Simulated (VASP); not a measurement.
Here is a VASP 6.6.1 calculation.

Contents of INCAR:

```
SYSTEM = CoO
ALGO = Normal
EDIFF = 1E-7
ENCUT = 520
GGA = CA
ISIF = 2
ISMEAR = -1
ISPIN = 2
LASPH = .TRUE.
LCHARG = .FALSE.
LMAXMIX = 4
LORBIT = 11
LREAL = .FALSE.
LWAVE = .FALSE.
MAGMOM = 2 0
NBANDS = 18
NELM = 150
PREC = Accurate
SIGMA = 0.05
```

Contents of KPOINTS:

```
k-points
0
G
  10 10 10
  0 0 0
```

File POSCAR:

```
CoO
1.0
    1.5805655677      0.9125399560      2.5317845992
   -1.5805655677      0.9125399560      2.5317845992
    0.0000000000     -1.8250799120      2.5317845992
Co O
1 1
Direct
    0.9989783200      0.9989783200      0.9989783200
    0.7510210300      0.7510210300      0.7510210300
```

Potentials or basis: VASP PAW LDA potentials, release 64 (Co, O).

The run is started by

```sh
$ cat potpaw_LDA.64/Co/POTCAR potpaw_LDA.64/O/POTCAR > POTCAR
$ mpirun -np 1 vasp_std > vasp.out
```

Predict the net moment.

1.83 μB per cell.

What does it give for the pressure?

-17.1 GPa.

Forces in eV/Å, atoms in the order of the input:
```
Co   0.000  0.000  0.249
O    0.000  0.000 -0.249
```

Caveat: the cell stands under tension; a cell with one magnetic atom can't hold antiferromagnetic order, which such compounds often take.
